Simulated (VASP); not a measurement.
Cr: single point with revPBE

Crystal: Cr.

```
CELL_PARAMETERS angstrom
-1.73968 1.73966 1.20142
1.73966 -1.73968 1.20142
2.85947 2.85947 -1.20145
ATOMIC_POSITIONS crystal
Cr 0.00000 0.00000 0.00000
Cr 0.75000 0.25000 0.50000
```

```json
{
 "Program": "VASP 6.6.1",
 "Task": "single point",
 "Functional": "revPBE",
 "Potentials or basis": "VASP PAW PBE potentials, release 64 (Cr_pv)",
 "Cutoff": "520 eV",
 "k mesh": "24 × 24 × 13",
 "Occupations": "fermi-dirac, width 0.1 eV",
 "Spin": "no spin polarisation",
 "Dipole correction": "no",
 "Further INCAR settings": "ALGO = Normal; EDIFF = 1e-07; NBANDS = 19"
}
```

```
Pressure               : -0.4 GPa
Band gap on the k mesh : zero (bands 12 and 13 overlap by 0.90 eV)
```

Stress tensor (GPa, compression positive):
```
-0.46 -0.05  0.00
-0.05 -0.46  0.00
 0.00  0.00 -0.32
```

Levels at points of the mesh, in eV from the Fermi level:
```
           k point  band 8  band 9  band 10  band 11  band 12  band 13  band 14  band 15  band 16  band 17
(0.00, 0.00, 0.00)   -4.01   -1.67    -1.48    -0.72     0.43     0.73     0.73     1.35     1.51     1.54
(0.50, 0.00, 0.00)   -3.73   -3.02    -1.22    -0.57    -0.01     1.30     1.65     1.93     2.35     3.95
(0.50, 0.50, 0.00)   -3.38   -2.01    -2.01    -1.92    -1.92     1.68     1.68     2.18     2.18     3.91
```

Run time: 12 min on 1 thread of Intel Xeon 8259CL (shared host), peak memory 0.76 GiB.

Caveat: the PAW data sets were made with another functional, which shifts forces and pressure a little; the run has no spin polarisation, though such a crystal can be magnetic. Spin polarisation is off, so any magnetic state and its effect on volume and gap are missing.
